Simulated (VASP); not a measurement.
Wanted: the native input for a VASP 6.6.1 run.

| Item | Value |
| --- | --- |
| Task | single point |
| Functional | r2SCAN |
| Potentials or basis | VASP PAW PBE potentials, release 64 (Sr_sv) |
| Cutoff | 520 eV |
| k mesh | 6 × 6 × 9 |
| Occupations | fermi-dirac, width 0.1 eV |
| Spin | no spin polarisation |
| Dipole correction | no |
| Further INCAR settings | ALGO = Normal; EDIFF = 1e-06; NBANDS = 22 |

Crystal: Sr.

```
Sr
1.0
     7.11283    0.00000    0.00000
    -3.55642    6.15990    0.00000
     0.00000    0.00000    4.23416
Sr
3
Direct
  0.00000 0.00000 0.00000
  0.33333 0.66667 0.50000
  0.66667 0.33333 0.50000
```

This isn't the form of Sr at room conditions, which is fcc.

The input as run:

POSCAR

```
Sr
1.0
    7.1128346427      0.0000000000      0.0000000000
   -3.5564173214      6.1598954935      0.0000000000
    0.0000000000      0.0000000000      4.2341646147
Sr
3
Direct
    0.0000000000      0.0000000000      0.0000000000
    0.3333333333      0.6666666667      0.5000000000
    0.6666666667      0.3333333333      0.5000000000
```

INCAR.step1

```
  PREC = Accurate
  ENCUT = 520
  ISMEAR = -1
  SIGMA = 0.1
  LREAL = F
  LASPH = T
  NELM = 60
  NBANDS = 22
  GGA = PE
  ALGO = Normal
  EDIFF = 1E-4
  LWAVE = T
  LCHARG = F
```

INCAR.step2

```
  PREC = Accurate
  ENCUT = 520
  EDIFF = 1E-6
  ISMEAR = -1
  SIGMA = 0.1
  LREAL = F
  LASPH = T
  NELM = 60
  ALGO = Normal
  ISIF = 2
  LWAVE = F
  LCHARG = F
  METAGGA = R2SCAN
  LMIXTAU = T
  NBANDS = 22
  ISTART = 1
```

KPOINTS

```
Automatic mesh
0
Gamma
  6 6 9
```

Potentials or basis: VASP PAW PBE potentials, release 64 (Sr_sv).

The run is started by

```bash
$ cat potpaw_PBE.64/Sr_sv/POTCAR > POTCAR
$ cp INCAR.step1 INCAR
$ mpirun -np 1 vasp_std > vasp.out
$ cp INCAR.step2 INCAR
$ mpirun -np 1 vasp_std > vasp.out
```

Results of the run:

The pressure is -0.8 GPa. The band gap on the k mesh is zero (bands 15 and 16 overlap by 0.30 eV).

Caveat: the PAW data sets were made with another functional, which shifts forces and pressure a little.

Run time: 4.5 min on 1 thread of Intel(R) Xeon(R) 6975P-C (Granite Rapids), on a shared host, peak memory 0.38 GiB.
